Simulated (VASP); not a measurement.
Input of a VASP 6.6.1 run:

Contents of POSCAR:

```
Os
1.0
    0.0000000000      1.9166940996      1.9166940996
    1.9166940996      0.0000000000      1.9166940996
    1.9166940996      1.9166940996      0.0000000000
Os
1
Direct
    0.0000000000      0.0000000000      0.0000000000
```

Contents of INCAR.step1:

```
  PREC = Accurate
  ENCUT = 620
  ISMEAR = -1
  SIGMA = 0.1
  LREAL = False
  LASPH = True
  NELM = 120
  NBANDS = 14
  GGA = PE
  ALGO = Normal
  EDIFF = 1E-5
  LWAVE = True
  LCHARG = False
  GGA_COMPAT = False
```

The input INCAR.step2:

```
  PREC = Accurate
  ENCUT = 620
  EDIFF = 1E-6
  ISMEAR = -1
  SIGMA = 0.1
  LREAL = False
  LASPH = True
  NELM = 120
  ALGO = Normal
  ISIF = 2
  LWAVE = False
  LCHARG = False
  METAGGA = R2SCAN
  LMIXTAU = True
  NBANDS = 14
  ISTART = 1
  GGA_COMPAT = False
```

KPOINTS

```
regular mesh
0
Gamma
  16 16 16
```

Potentials or basis: VASP PAW PBE potentials, release 64 (Os_sv_GW).

Command:

```console
$ cat potpaw_PBE.64/Os_sv_GW/POTCAR > POTCAR
$ cp INCAR.step1 INCAR
$ mpirun -np 1 vasp_std > vasp.out
$ cp INCAR.step2 INCAR
$ mpirun -np 1 vasp_std > vasp.out
```

Question: Predict the band gap on the k mesh.

Answer: Zero (bands 8 and 9 overlap by 4.22 eV).

Question: Estimate the pressure.

Answer: -1.0 GPa.

Caveat: the PAW data sets were made with another functional, which shifts forces and pressure a little; spin-orbit coupling is left out, which moves the levels of the heavy elements.
